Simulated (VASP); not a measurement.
Set up this calculation in VASP 6.6.1, as the native input.

```yaml
Task: single point
Functional: PBE
Potentials_or_basis: VASP PAW PBE potentials, release 64 (Sn_d, Ge_d, O)
Cutoff: 520 eV
k_mesh: 8 × 8 × 8
Occupations: gaussian, width 0.02 eV
Spin: no spin polarisation
Dipole_correction: no
Further_INCAR_settings: ALGO = Normal; EDIFF = 1e-06; NBANDS = 50
```

The structure of Sn3GeO4 lies in POSCAR:

```
Sn3GeO4
1.0
   -2.6911963708      2.6911963708      4.9794544444
    2.6911963708     -2.6911963708      4.9794544444
    2.6911963708      2.6911963708     -4.9794544444
Sn Ge O
3 1 4
Direct
    0.6285410097      0.6285410097      0.0000000000
    0.3662292912      0.8662292912      0.5000000000
    0.8662292912      0.3662292912      0.5000000000
    0.1496461931      0.1496461931      0.0000000000
    0.0021183220      0.0021183220      0.5095595365
    0.4925587855      0.4925587855      0.4904404635
    0.0021183220      0.4925587855      0.0000000000
    0.4925587855      0.0021183220      0.0000000000
```

One way to write it, as run:

INCAR

```
ALGO = Normal ; EDIFF = 1E-6
ENCUT = 520 ; GGA = PE
ISIF = 2 ; ISMEAR = 0
LASPH = T ; LCHARG = F
LREAL = F ; LWAVE = F
NBANDS = 50 ; NELM = 60
PREC = Accurate ; SIGMA = 0.02
```

KPOINTS

```
k-points
0
Gamma
  8 8 8
```

Potentials or basis: VASP PAW PBE potentials, release 64 (Sn_d, Ge_d, O).

Run with:

```console
$ cat potpaw_PBE.64/Sn_d/POTCAR potpaw_PBE.64/Ge_d/POTCAR potpaw_PBE.64/O/POTCAR > POTCAR
$ mpirun -np 1 vasp_std > vasp.out
```

It gave:

* Pressure: 0.2 GPa
* Largest force: 0.077 eV/Å
* Band gap on the k mesh: 0.74 eV (least direct gap 2.08 eV)

Caveat: semilocal functionals underestimate gaps, and a narrow one can read as zero; spin-orbit coupling is left out, which moves the levels of the heavy elements.

Wall time 7.3 min on 1 thread of Intel(R) Xeon(R) Platinum 8488C (Sapphire Rapids), on a shared host, peak memory 0.55 GiB.
